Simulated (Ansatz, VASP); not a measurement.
# Au in VASP and in Ansatz

```
Au
1.0
     0.00000    2.04397    2.04397
     2.04397    0.00000    2.04397
     2.04397    2.04397    0.00000
Au
1
Direct
  0.00000 0.00000 0.00000
```

Alike in both runs: functional PBEsol; k mesh 8 × 8 × 8; occupations gaussian, width 0.1 eV; no spin polarisation.

Ansatz relaxed the structure, and its values are those at the end. VASP's run is a single point on that final structure, the one shown.

```csv
,VASP,Ansatz
version,VASP 6.6.1,Ansatz 0.2.0
potentials or method,"VASP PAW PBE potentials, release 64 (Au), cutoff 520 eV","scalar-relativistic, plane waves, PAW"
valence electrons in the cell,11,19
```

VASP gave:

```
gap on the k mesh at the Fermi level (eV) : none
pressure (GPa)                            : 0.0
```

Q: Which values does Ansatz return?

A: gap on the k mesh at the Fermi level (eV): none; pressure (GPa): 0.3.

VASP's potentials were made for PBE, not for PBEsol. A gap of «none» marks a metal or a gap that the smearing closes. VASP's potentials hold 11 valence electrons a cell and Ansatz's 19, so a difference there can come from the potentials and not from the codes.

Spin-orbit coupling is off throughout.
